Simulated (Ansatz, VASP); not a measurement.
**BaTiO3: VASP beside Ansatz**

INCAR

```
SYSTEM = BaTiO3
ALGO     = Normal         ! electronic algorithm
EDIFF    = 1E-7           ! SCF threshold, eV
ENCUT    = 520            ! plane-wave cutoff, eV
GGA      = PE             ! functional
ISIF     = 2              ! what is computed and relaxed
ISMEAR   = -1             ! smearing method
ISPIN    = 2              ! spin polarisation
LASPH    = .True.         ! aspherical terms in the spheres
LCHARG   = .True.         ! write CHGCAR
LDAU     = .True.         ! DFT+U
LDAUJ    = 0 0 0        
LDAUL    = -1 2 -1        ! shell
LDAUPRINT= 1            
LDAUTYPE = 2            
LDAUU    = 0 3 0          ! U, eV
LELF     = .True.         ! ELF
LMAXMIX  = 4              ! l up to which the mixer works
LORBIT   = 11             ! projections on sites
LREAL    = .False.        ! projectors in reciprocal space
LVHAR    = .True.       
LWAVE    = .False.        ! write WAVECAR
MAGMOM   = 0 0 1 1 0 0 0 0 0 0 ! initial moments
NBANDS   = 55             ! bands
NELM     = 150            ! most SCF steps
PREC     = Accurate       ! precision mode
SIGMA    = 0.05           ! smearing width, eV
```

KPOINTS

```
k-points
0
Gamma
  4 4 2
  0 0 0
```

POSCAR

```
BaTiO3
1.0
    2.8286478900      1.6331206200      2.3189021400
   -2.8286478900      1.6331206200      2.3189021400
    0.0000000000     -6.5324824900      4.6378042800
Ba Ti O
2 2 6
Direct
    0.0000000000      0.0000000000      0.0000000000
    0.0000000000      0.0000000000      0.5000000000
    0.5136000000      0.5136000000      0.2568000000
    0.5136000000      0.5136000000      0.7568000000
    0.4907000000      0.4907000000      0.4909500000
    0.4907000000      0.4907000000      0.9909500000
    0.4907000000      0.9819000000      0.2453500000
    0.4907000000      0.9819000000      0.7453500000
    0.9819000000      0.4907000000      0.2453500000
    0.9819000000      0.4907000000      0.7453500000
```

Input for Ansatz:

```yaml
crystal:
  lattice:
    - [2.82864789, 1.63312062, 2.31890214]
    - [-2.82864789, 1.63312062, 2.31890214]
    - [0.0, -6.53248249, 4.63780428]
  atoms:
    - { symbol: Ba, position: [0.0, 0.0, 0.0] }
    - { symbol: Ba, position: [0.0, 0.0, 0.5] }
    - { symbol: Ti, position: [0.5136, 0.5136, 0.2568], spin: 1.0 }
    - { symbol: Ti, position: [0.5136, 0.5136, 0.7568], spin: 1.0 }
    - { symbol: O, position: [0.4907, 0.4907, 0.49095] }
    - { symbol: O, position: [0.4907, 0.4907, 0.99095] }
    - { symbol: O, position: [0.4907, 0.9819, 0.24535] }
    - { symbol: O, position: [0.4907, 0.9819, 0.74535] }
    - { symbol: O, position: [0.9819, 0.4907, 0.24535] }
    - { symbol: O, position: [0.9819, 0.4907, 0.74535] }
magnetization:
  spin_polarized: true
hamiltonian:
  xc: pbe
  pseudopotentials: { kind: paw }
  hubbard: { sites: [{ species: Ti, l: d, u_eff: 3.0 }] }
basis:
  ecutwfc: 420
kpoints:
  mp_grid: { grid: [4, 4, 2] }
scf:
  occupations: { method: fermi_dirac, width: 0.05 }
  lower_state_search: "off"
output:
  forces: true
  stress: true
  write_density: true
  write_potential: true
  elf: true
  volumetric_format: npy
```

Alike in both runs: task single point; functional PBE; k mesh 4 × 4 × 2; occupations fermi-dirac, width 0.05 eV; collinear spin; Hubbard terms Ti d U = 3.0 eV.

```csv
,VASP,Ansatz
version,VASP 6.6.1,Ansatz 0.2.0
potentials or method,"VASP PAW PBE potentials, release 64 (Ba_sv, Ti_sv, O), cutoff 520 eV","PAW, plane waves, scalar-relativistic"
valence electrons in the cell,80,80
```

VASP gave:

* gap on the k mesh at the Fermi level (eV): 2.64
* pressure (GPa): 9.0
* traceless stress, the component that is largest in VASP (GPa): -0.44
* rms of the force components (eV/Å): 0.318
* net moment per atom (μB): 0.00

Q: What did Ansatz give for the same quantities?

A: gap on the k mesh at the Fermi level (eV): 2.67; pressure (GPa): 5.6; traceless stress, the component that is largest in VASP (GPa): -0.17; rms of the force components (eV/Å): 0.127; net moment per atom (μB): 0.00.

The programs project onto different local orbitals, so the same U acts differently, and such runs can settle in different states. Atom by atom the forces differ by 0.196 eV/Å (rms over components). Ansatz's warnings: seeded moment not kept.

Spin-orbit coupling is off throughout.
